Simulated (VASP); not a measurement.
Here is a VASP 6.6.1 calculation.

Contents of INCAR:

```
SYSTEM = PtSe2
PREC = Accurate
ENCUT = 520
EDIFF = 1E-7
ISMEAR = 0
SIGMA = 0.05
LREAL = .False.
LASPH = .True.
NELM = 80
ALGO = Normal
ISIF = 2
LWAVE = .False.
LCHARG = .False.
LDIPOL = .True.
IDIPOL = 3
DIPOL = 0.5 0.5 0.382
GGA = PE
IVDW = 12
NBANDS = 31
```

The input KPOINTS:

```
regular mesh
0
Gamma
  9 9 1
  0 0 0
```

The input POSCAR:

```
PtSe2
1.0
    3.7070357730      0.0000000000      0.0000000000
   -1.8535178865      3.2103871521      0.0000000000
    0.0000000000      0.0000000000     22.7981619012
Se Pt
4 2
Direct
    0.6666666667      0.3333333333      0.1973843339
    0.3333333333      0.6666666667      0.3135814625
    0.8333333333      1.0000000000      0.4499959688
    0.5000000000      1.3333333333      0.5661930974
    0.0000000000      0.0000000000      0.2554828982
    0.1666666667      0.6666666667      0.5080945331
```

Potentials or basis: VASP PAW PBE potentials, release 64 (Se, Pt).

Run with:

```sh
$ cat potpaw_PBE.64/Se/POTCAR potpaw_PBE.64/Pt/POTCAR > POTCAR
$ mpirun -np 1 vasp_std > vasp.out
```

Task: Predict the largest force.

Result: 0.079 eV/Å.

Task: What does it give for the dispersion energy per atom?

Result: -0.357 eV.

Forces in eV/Å, atoms in the order of the input:
```
Se  -0.018 -0.016 -0.016
Se  -0.023 -0.032 -0.002
Se   0.023  0.032  0.002
Se   0.018  0.016  0.016
Pt   0.004  0.016  0.078
Pt  -0.004 -0.016 -0.078
```
